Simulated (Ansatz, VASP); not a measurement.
**Ge2Sb2Te5: VASP beside Ansatz**

INCAR

```
PREC = Accurate
ENCUT = 520
EDIFF = 1E-6
ISMEAR = 0
SIGMA = 0.05
LREAL = F
LASPH = T
NELM = 60
ALGO = Normal
ISIF = 2
LWAVE = F
LCHARG = F
GGA = PE
NBANDS = 44
```

File KPOINTS:

```
regular mesh
0
Gamma
  10 10 2
```

The input POSCAR:

```
Ge2Sb2Te5
1.0
    4.1938367911      0.0000000000      0.0000000000
   -2.0969183955      3.6319692004      0.0000000000
    0.0000000000      0.0000000000     17.7871256588
Ge Sb Te
2 2 5
Direct
    0.3333333333      0.6666666667      0.4432592613
    0.6666666667      0.3333333333      0.5567407387
    0.3333333333      0.6666666667      0.1120931408
    0.6666666667      0.3333333333      0.8879068592
    0.0000000000      0.0000000000      0.0000000000
    0.3333333333      0.6666666667      0.7900866460
    0.6666666667      0.3333333333      0.2099133540
    0.0000000000      0.0000000000      0.3622484120
    0.0000000000      0.0000000000      0.6377515880
```

Input for Ansatz:

```yaml
crystal:
  lattice:
    - [4.1938367911, 0.0, 0.0]
    - [-2.0969183955, 3.6319692004, 0.0]
    - [0.0, 0.0, 17.7871256588]
  atoms:
    - { symbol: Ge, position: [0.3333333333, 0.6666666667, 0.4432592613] }
    - { symbol: Ge, position: [0.6666666667, 0.3333333333, 0.5567407387] }
    - { symbol: Sb, position: [0.3333333333, 0.6666666667, 0.1120931408] }
    - { symbol: Sb, position: [0.6666666667, 0.3333333333, 0.8879068592] }
    - { symbol: Te, position: [0.0, 0.0, 0.0] }
    - { symbol: Te, position: [0.3333333333, 0.6666666667, 0.790086646] }
    - { symbol: Te, position: [0.6666666667, 0.3333333333, 0.209913354] }
    - { symbol: Te, position: [0.0, 0.0, 0.362248412] }
    - { symbol: Te, position: [0.0, 0.0, 0.637751588] }
scf:
  occupations: { method: gaussian, width: 0.05 }
output:
  forces: true
  stress: false
hamiltonian:
  xc: pbe
kpoints:
  mp_grid: { grid: [10, 10, 2] }
```

Alike in both runs: task single point; functional PBE; k mesh 10 × 10 × 2; occupations gaussian, width 0.05 eV; no spin polarisation.

|  | VASP | Ansatz |
| --- | --- | --- |
| version | VASP 6.6.1 | Ansatz 0.2.0 |
| potentials or method | VASP PAW PBE potentials, release 64 (Ge_d, Sb, Te) | scalar-relativistic, plane waves, PAW |
| plane-wave cutoff (eV) | 520 | 420 |
| valence electrons in the cell | 68 | 138 |

```csv
,VASP,Ansatz,Ansatz less VASP
rms of the force components (eV/Å),0.074,0.073,-0.0004
```

Atom by atom the forces differ by 0.012 eV/Å (rms over components). With one functional, cell and mesh, what is left measures potentials, basis and numerics. VASP's potentials hold 68 valence electrons a cell and Ansatz's 138, so a difference there can come from the potentials and not from the codes.

Spin-orbit coupling is off throughout.
